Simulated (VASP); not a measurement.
# TiO2 (Anatase) (I4_1/amd) in VASP: notebook

TiO2 (Anatase) is run at these levels: PBE; tasks: single point.

Program: VASP 6.6.1. These are calculated values, not measurements. Logs are shortened: lines on timing, memory, paths and dates and some standing lists are left out, and cuts for length are marked.

### Step 1. The cell of the first run

The structure is tetragonal, space group I4_1/amd (No. 141). Conventional cell: a = 3.720 Å, b = 3.720 Å, c = 9.353 Å, α = 90.00°, β = 90.00°, γ = 90.00°. Ti (site symmetry -4m2) has 6 O at 1.90 to 1.95 Å within 2.5 Å. Within 2.5 Å of O (site symmetry 2mm) lie 3 Ti at 1.90 to 1.95 Å and 2 O at 2.42 Å.

### Step 2. Single point, PBE

Contents of INCAR:

```
ALGO = Normal ; EDIFF = 1E-6
ENCUT = 520 ; GGA = PE
ISIF = 2 ; ISMEAR = 0
LASPH = True ; LCHARG = False
LREAL = False ; LWAVE = False
NBANDS = 33 ; NELM = 60
PREC = Accurate ; SIGMA = 0.01
```

Contents of KPOINTS:

```
k-points
0
Gamma
  7 7 7
```

Contents of POSCAR:

```
TiO2
1.0
   -1.8600243119      1.8600243119      4.6766522166
    1.8600243119     -1.8600243119      4.6766522166
    1.8600243119      1.8600243119     -4.6766522166
Ti O
2 4
Direct
    0.0000000000      0.0000000000      0.0000000000
    0.7500000000      0.2500000000      0.5000000000
    0.2081000000      0.2081000000      0.0000000000
    0.9581000000      0.4581000000      0.5000000000
    0.5419000000      0.0419000000      0.5000000000
    0.7919000000      0.7919000000      0.0000000000
```

Potentials or basis: VASP PAW PBE potentials, release 64 (Ti_sv, O).

The run is started by

```
$ cat potpaw_PBE.64/Ti_sv/POTCAR potpaw_PBE.64/O/POTCAR > POTCAR
$ mpirun -np 1 vasp_std > vasp.out
```

OUTCAR:

```text
EDIFF = 1E-6
   ENCUT = 520
   GGA = PE
   ISIF = 2
   ISMEAR = 0
   LASPH = True
   LREAL = False
   NELM = 60
   PREC = Accurate

 ion  position               nearest neighbor table
   1  0.000  0.000  0.000-   4 1.90   5 1.90   5 1.90   4 1.90   3 1.95   6 1.95
   2  0.750  0.250  0.500-   3 1.90   6 1.90   6 1.90   3 1.90   4 1.95   5 1.95
   3  0.208  0.208  0.000-   2 1.90   2 1.90   1 1.95
   4  0.958  0.458  0.500-   1 1.90   1 1.90   2 1.95
   5  0.542  0.042  0.500-   1 1.90   1 1.90   2 1.95
   6  0.792  0.792  0.000-   2 1.90   2 1.90   1 1.95

  LATTYP: Found a body centered tetragonal cell.
 ALAT       =     3.7200486238
 C/A-ratio  =     2.5142962846

  Lattice vectors:

 A1 = (  -1.8600243119,   1.8600243119,   4.6766522166)
 A2 = (   1.8600243119,  -1.8600243119,   4.6766522166)
 A3 = (   1.8600243119,   1.8600243119,  -4.6766522166)

Analysis of symmetry for initial positions (statically):
=====================================================================
 Subroutine PRICEL returns:
 Original cell was already a primitive cell.

 Routine SETGRP: Setting up the symmetry group for a
 body centered tetragonal supercell.

 Subroutine GETGRP returns: Found 16 space group operations
 (whereof  8 operations were pure point group operations)
 out of a pool of 16 trial point group operations.

The static configuration has the point symmetry D_2d.
 The point group associated with its full space group is D_4h.

Analysis of symmetry for dynamics (positions and initial velocities):
=====================================================================
 Subroutine PRICEL returns:
 Original cell was already a primitive cell.

 Routine SETGRP: Setting up the symmetry group for a
 body centered tetragonal supercell.

 Subroutine GETGRP returns: Found 16 space group operations
 (whereof  8 operations were pure point group operations)
 out of a pool of 16 trial point group operations.

The dynamic configuration has the point symmetry D_2d.
 The point group associated with its full space group is D_4h.

 Subroutine INISYM returns: Found 16 space group operations
 (whereof  8 operations are pure point group operations),
 and found     1 'primitive' translations

----------------------------------------------------------------------------------------

                                     Primitive cell

  volume of cell :      64.7191

  direct lattice vectors                    reciprocal lattice vectors
    -1.860024312  1.860024312  4.676652217     0.000000000  0.268813691  0.106914087
     1.860024312 -1.860024312  4.676652217     0.268813691  0.000000000  0.106914087
     1.860024312  1.860024312 -4.676652217     0.268813691  0.268813691  0.000000000

  length of vectors
     5.365673941  5.365673941  5.365673941     0.289294698  0.289294698  0.380159967

  position of ions in fractional coordinates (direct lattice)
     0.000000000  0.000000000  0.000000000
     0.750000000  0.250000000  0.500000000
     0.208100000  0.208100000  0.000000000
     0.958100000  0.458100000  0.500000000
     0.541900000  0.041900000  0.500000000
     0.791900000  0.791900000  0.000000000

  ion indices of the primitive-cell ions
   primitive index   ion index
                 1           1
                 2           2
                 3           3
                 4           4
                 5           5
                 6           6

----------------------------------------------------------------------------------------

 KPOINTS: k-points

Automatic generation of k-mesh.
 Grid dimensions read from file:
 generate k-points for:    7    7    7

 Generating k-lattice:

  Cartesian coordinates                     Fractional coordinates (reciprocal lattice)
     0.000000000  0.038401956  0.015273441     0.142857143  0.000000000 -0.000000000
     0.038401956  0.000000000  0.015273441     0.000000000  0.142857143 -0.000000000
     0.038401956  0.038401956  0.000000000     0.000000000  0.000000000  0.142857143

  Length of vectors
     0.041327814  0.041327814  0.054308567

  Shift w.r.t. Gamma in fractional coordinates (k-lattice)
     0.000000000  0.000000000  0.000000000

 Subroutine IBZKPT returns following result:
 ===========================================

 Found     40 irreducible k-points:

 Following reciprocal coordinates:
            Coordinates               Weight
  0.000000  0.000000  0.000000      1.000000
  0.142857 -0.000000  0.000000      8.000000
  0.285714 -0.000000  0.000000      8.000000
  0.428571  0.000000  0.000000      8.000000
  0.142857  0.142857  0.000000      8.000000
  0.285714  0.142857  0.000000     16.000000
[... 16 lines left out ...]
 -0.142857  0.285714  0.142857      8.000000
 -0.428571  0.428571  0.142857      8.000000
 [... further k-points ...]
   k-points           NKPTS =     40   k-points in BZ     NKDIM =     40   number of bands    NBANDS=     33
   number of dos      NEDOS =    301   number of ions     NIONS =      6
   total plane-waves  NPLWV =  64000
   dimension x,y,z NGX =    40 NGY =   40 NGZ =   40
   dimension x,y,z NGXF=    80 NGYF=   80 NGZF=   80
   ions per type =               2   4
   NGX,Y,Z   is equivalent  to a cutoff of  12.39, 12.39, 12.39 a.u.
   NGXF,Y,Z  is equivalent  to a cutoff of  24.79, 24.79, 24.79 a.u.
 SYSTEM =  unknown system
   PREC   = accura    normal or accurate (medium, high low for compatibility)
   ISTART =      0    job   : 0-new  1-cont  2-samecut
   ICHARG =      2    charge: 1-file 2-atom 10-const
   ISPIN  =      1    spin polarized calculation?
   LNONCOLLINEAR =      F non collinear calculations
   LSORBIT =      F    spin-orbit coupling
   LASPH  =      T    aspherical Exc in radial PAW
   ENCUT  =  520.0 eV  38.22 Ry    6.18 a.u.   9.98  9.98  9.98*2*pi/ulx,y,z
   NELM   =     60;   NELMIN=  2; NELMDL= -5     # of ELM steps
   EDIFF  = 0.1E-05   stopping-criterion for ELM
   LREAL  =      F    real-space projection
   EDIFFG = 0.1E-04   stopping-criterion for IOM
   NSW    =      0    number of steps for IOM
   IBRION =     -1    ionic relax: 0-MD 1-quasi-New 2-CG
   NFREE  =      0    steps in history (QN), initial steepest desc. (CG)
   ISIF   =      2    stress and relaxation
   ISYM   =      2    0-nonsym 1-usesym 2-fastsym
   POTIM  = 0.5000    time-step for ionic-motion
   TEBEG  =    0.0;   TEEND  =   0.0 temperature during run
   PSTRESS=    0.0 pullay stress
   NELECT =      48.0000    total number of electrons
   NUPDOWN=      -1.0000    fix difference up-down
   EMIN   =  10.00;   EMAX   =-10.00  energy-range for DOS
   EFERMI =   0.00;   METHOD = LEGACY
   ISMEAR =     0;   SIGMA  =   0.01  broadening in eV -4-tet -1-fermi 0-gaus
   EFERMI_NEDOS =   21; number of points for ismear=-14 and -15
   IALGO  =     38    algorithm
   IMIX   =      4    mixing-type and parameters
     AMIX     =   0.40;   BMIX     =  1.00
     AMIX_MAG =   1.60;   BMIX_MAG =  1.00
  volume/ion in A,a.u.               =      10.79        72.79
  Fermi-wavevector in a.u.,A,eV,Ry     =   1.481874  2.800335 29.877702  2.195949
  Thomas-Fermi vector in A             =   2.595730
   LORBIT       =      0    0 simple, 1 ext, 2 COOP (PROOUT), +10 PAW based schemes
   GGA     = PE    functional components
   LHFCALC =     F    Hartree Fock is set to
   AEXX    =    0.0000 exact exchange contribution
   IVDW    =     0    specifies the selected vdW correction
   LEPSILON=     F    determine dielectric tensor
   LRPA    =     F    only Hartree local field effects (RPA)
 non-spin polarized calculation
 Gauss-broadening in eV      SIGMA  =   0.01
  energy-cutoff  :      520.00
  volume of cell :       64.72
 maximum number of plane-waves:      1766
   NGX = 19   NGY = 19   NGZ = 19

 number of electron      48.0000000 magnetization

 Free energy of the ion-electron system (eV)
  ---------------------------------------------------
  ext. energy  EPLUGINS =         0.00000000
  ---------------------------------------------------
  free energy    TOTEN  =       -53.56223818 eV

  energy without entropy =      -53.56223818  energy(sigma->0) =      -53.56223818

 E-fermi :   4.0668     XC(G=0): -11.0013

 val. band max:        3.8821439834   @ k =  -0.4286   0.4286   0.0000
 cond. band min:       6.0904476234   @ k =   0.0000   0.0000   0.0000
 fundamental gap:      2.2083036400
 Fermi energy:         4.0667702539

 k-point     1 :       0.0000    0.0000    0.0000
  band No.  band energies     occupation
      1     -52.3098      2.00000
      2     -52.2326      2.00000
      3     -28.8618      2.00000
      4     -28.5687      2.00000
      5     -28.5687      2.00000
      6     -28.4812      2.00000
[... 25 lines left out ...]
     32       9.6232      0.00000
     33       9.6624      0.00000

 k-point     2 :       0.1429   -0.0000    0.0000
  band No.  band energies     occupation
      1     -52.3064      2.00000
      2     -52.2349      2.00000
      3     -28.8554      2.00000
      4     -28.6007      2.00000
      5     -28.5710      2.00000
      6     -28.4941      2.00000
[... 25 lines left out ...]
     32       9.8260      0.00000
     33      10.1607      0.00000

 k-point     3 :       0.2857   -0.0000    0.0000
  band No.  band energies     occupation
      1     -52.2978      2.00000
      2     -52.2410      2.00000
      3     -28.8416      2.00000
      4     -28.6690      2.00000
      5     -28.5755      2.00000
      6     -28.5166      2.00000
[... 25 lines left out ...]
     32      10.2184      0.00000
     33      10.6862      0.00000

 k-point     4 :       0.4286    0.0000    0.0000
  band No.  band energies     occupation
      1     -52.2890      2.00000
      2     -52.2477      2.00000
      3     -28.8300      2.00000
      4     -28.7249      2.00000
      5     -28.5786      2.00000
      6     -28.5255      2.00000
[... 673 lines left out ...]
     32      10.9112      0.00000
     33      11.1312      0.00000

 k-point    23 :      -0.1429    0.2857    0.1429
  band No.  band energies     occupation
      1     -52.2916      2.00000
      2     -52.2452      2.00000
      3     -28.8473      2.00000
      4     -28.7067      2.00000
      5     -28.5763      2.00000
      6     -28.5409      2.00000
[... 25 lines left out ...]
     32      10.3529      0.00000
     33      11.0202      0.00000

 k-point    24 :      -0.4286    0.4286    0.1429
  band No.  band energies     occupation
      1     -52.2743      2.00000
      2     -52.2588      2.00000
      3     -28.8156      2.00000
      4     -28.7632      2.00000
      5     -28.6193      2.00000
      6     -28.5984      2.00000
[... 25 lines left out ...]
     32      10.7652      0.00000
     33      11.7790      0.00000

 [... further k-points ...]
[... 5 lines left out ...]
  --------------------------------------------------------------------------------------
  -------------------------------------------------------------------------------------
  Total        7.3913176      7.3913176      8.2916476      0.0000000      0.0000000      0.0000000
  in kB      182.9785323    182.9785323    205.2669876      0.0000000      0.0000000      0.0000000
  external PRESSURE =     190.4080174 kB  Pullay stress =       0.0000000 kB

 VOLUME and BASIS-vectors are now :
 -----------------------------------------------------------------------------
  energy-cutoff  :      520.00
  volume of cell :       64.72
      direct lattice vectors                 reciprocal lattice vectors
    -1.860024312  1.860024312  4.676652217     0.000000000  0.268813691  0.106914087
     1.860024312 -1.860024312  4.676652217     0.268813691  0.000000000  0.106914087
     1.860024312  1.860024312 -4.676652217     0.268813691  0.268813691  0.000000000

 POSITION                                       TOTAL-FORCE (eV/Angst)
 -----------------------------------------------------------------------------------
      0.00000      0.00000      0.00000         0.000000      0.000000      0.000000
      0.00000      1.86002      2.33833         0.000000      0.000000      0.000000
      0.00000      0.00000      1.94642        -0.000000      0.000000      0.458080
      0.00000      1.86002      4.28475         0.000000     -0.000000      0.458080
     -0.00000      1.86002      0.39190         0.000000     -0.000000     -0.458080
      0.00000      0.00000      7.40688        -0.000000      0.000000     -0.458080
 -----------------------------------------------------------------------------------
    total drift:                                0.000000      0.000000     -0.000000

  FREE ENERGIE OF THE ION-ELECTRON SYSTEM (eV)
  ---------------------------------------------------
  free  energy   TOTEN  =       -53.5622381760 eV

  energy  without entropy=      -53.5622381760  energy(sigma->0) =      -53.56223818
```

Wall time 96 s (1 thread of Intel Xeon Platinum 8488C (Sapphire Rapids), shared host); peak memory 0.27 GiB.

Results:

| Quantity | Value |
| --- | --- |
| Free energy | -53.5622 eV |
| Pressure | 19.0 GPa |
| Largest force | 0.458 eV/Å |
| Band gap on the k mesh | 2.21 eV, indirect (least direct gap 2.55 eV) |

Forces on the atoms (eV/Å):
```
Ti   0.000  0.000  0.000
Ti   0.000  0.000  0.000
O    0.000  0.000  0.458
O    0.000  0.000  0.458
O    0.000  0.000 -0.458
O    0.000  0.000 -0.458
```

Stress tensor (GPa, compression positive):
```
18.30  0.00  0.00
 0.00 18.30  0.00
 0.00  0.00 20.53
```

Levels at points of the mesh, in eV from the valence-band top:
| k point | band 21 | band 22 | band 23 | band 24 | band 25 | band 26 | band 27 | band 28 |
| --- | --- | --- | --- | --- | --- | --- | --- | --- |
| (0.00, 0.00, 0.00) | -0.72 | -0.72 | -0.53 | -0.53 | 2.21 | 3.03 | 4.27 | 4.27 |

A k mesh can miss the band edges. PBE gaps usually lie below the measured ones, often by a third to a half.

### Step 3. Single point, PBE

This run uses another cell than the first one, of 11.13 Å³/atom, 1.032 times its volume.

Contents of INCAR:

```
SYSTEM = TiO2
PREC = Accurate
ENCUT = 520
EDIFF = 1E-7
ISMEAR = 0
SIGMA = 0.01
LREAL = .FALSE.
LASPH = .TRUE.
NELM = 60
ALGO = Normal
ISIF = 2
LWAVE = .FALSE.
LCHARG = .FALSE.
GGA = PE
NBANDS = 33
```

Contents of KPOINTS:

```
Automatic mesh
0
G
  7 7 7
  0 0 0
```

Edit POSCAR of step 2 so:

```diff
@@ -2,5 +2,5 @@
 1.0
-   -1.8600243119      1.8600243119      4.6766522166
-    1.8600243119     -1.8600243119      4.6766522166
-    1.8600243119      1.8600243119     -4.6766522166
+   -1.8794009597      1.8794009597      4.7253708500
+    1.8794009597     -1.8794009597      4.7253708500
+    1.8794009597      1.8794009597     -4.7253708500
 Ti O
```

Potentials or basis: VASP PAW PBE potentials, release 64 (Ti_sv, O).

The run is started by

```
$ cat potpaw_PBE.64/Ti_sv/POTCAR potpaw_PBE.64/O/POTCAR > POTCAR
$ mpirun -np 1 vasp_std > vasp.out
```

It took 1.7 min on 1 thread of Intel Xeon Platinum 8488C (Sapphire Rapids), shared host; peak memory 0.26 GiB.

It converged, with:

| Item | Value |
| --- | --- |
| Free energy | -53.7536 eV |
| Pressure | 10.7 GPa |
| Largest force | 0.250 eV/Å |
| Band gap on the k mesh | 2.14 eV, indirect (least direct gap 2.49 eV) |

Forces in eV/Å, atoms in the order of the input:
```
Ti   0.000  0.000  0.000
Ti   0.000  0.000  0.000
O    0.000  0.000  0.250
O    0.000  0.000  0.250
O    0.000  0.000 -0.250
O    0.000  0.000 -0.250
```

Stress tensor (GPa, compression positive):
```
10.17  0.00  0.00
 0.00 10.17  0.00
 0.00  0.00 11.87
```

Levels at points of the mesh, in eV from the valence-band top:
```
           k point  band 22  band 23  band 24  band 25  band 26  band 27
(0.00, 0.00, 0.00)    -0.75    -0.50    -0.50     2.14     2.91     4.09
```

### Step 4. Single point, PBE

This run uses another cell than the first one, of 11.47 Å³/atom, 1.063 times its volume.

Contents of INCAR:

```
SYSTEM = TiO2
ALGO     = Normal         ! electronic algorithm
EDIFF    = 1E-7           ! SCF threshold, eV
ENCUT    = 520            ! plane-wave cutoff, eV
GGA      = PE             ! functional
ISIF     = 2              ! what is computed and relaxed
ISMEAR   = 0              ! smearing method
LASPH    = .True.         ! aspherical terms in the spheres
LCHARG   = .False.        ! write CHGCAR
LREAL    = .False.        ! projectors in reciprocal space
LWAVE    = .False.        ! write WAVECAR
NBANDS   = 33             ! bands
NELM     = 60             ! most SCF steps
PREC     = Accurate       ! precision mode
SIGMA    = 0.01           ! smearing width, eV
```

Contents of KPOINTS:

```
k-points
0
Gamma
  7 7 7
  0 0 0
```

Edit POSCAR of step 3 so:

```diff
@@ -2,5 +2,5 @@
 1.0
-   -1.8794009597      1.8794009597      4.7253708500
-    1.8794009597     -1.8794009597      4.7253708500
-    1.8794009597      1.8794009597     -4.7253708500
+   -1.8983860927      1.8983860927      4.7731050995
+    1.8983860927     -1.8983860927      4.7731050995
+    1.8983860927      1.8983860927     -4.7731050995
 Ti O
```

The run is started by

```
$ cat potpaw_PBE.64/Ti_sv/POTCAR potpaw_PBE.64/O/POTCAR > POTCAR
$ mpirun -np 1 vasp_std > vasp.out
```

Run time: 2.4 min. Hardware: 1 thread of Intel Xeon Platinum 8488C (Sapphire Rapids), shared host; peak memory 0.28 GiB.

Results (log left out):

* Free energy: -53.8470 eV
* Pressure: 3.6 GPa
* Largest force: 0.065 eV/Å
* Band gap on the k mesh: 2.07 eV, indirect (least direct gap 2.42 eV)

Forces in eV/Å, atoms in the order of the input:
```
Ti   0.000  0.000  0.000
Ti   0.000  0.000  0.000
O    0.000  0.000  0.065
O    0.000  0.000  0.065
O    0.000  0.000 -0.065
O    0.000  0.000 -0.065
```

Stress tensor (GPa, compression positive):
```
3.23 0.00 0.00
0.00 3.23 0.00
0.00 0.00 4.46
```

Levels at points of the mesh, in eV from the valence-band top:
```tsv
k point	band 20	band 21	band 22	band 23	band 24	band 25	band 26	band 27	band 28	band 29
(0.00, 0.00, 0.00)	-0.78	-0.78	-0.78	-0.47	-0.47	2.07	2.80	3.92	3.92	3.95
```

### Step 5. Summary

```csv
cell,gap on the mesh (eV),pressure (GPa),largest force (eV/Å)
"a = 5.366 Å, angles 139.4, 139.4, 58.7°, 6 atoms",2.21,19.0,0.46
"a = 5.422 Å, angles 139.4, 139.4, 58.7°, 6 atoms",2.14,10.7,0.25
"a = 5.476 Å, angles 139.4, 139.4, 58.7°, 6 atoms",2.07,3.6,0.07
```

Alike in all rows: task single point; level PBE; potentials or basis VASP PAW PBE potentials, release 64 (Ti_sv, O); no spin polarisation; k mesh 7 × 7 × 7; cutoff (eV) 520; smearing gaussian 0.01 eV.

Total energies depend on the potentials used, so only differences within one code and one set of settings carry meaning.
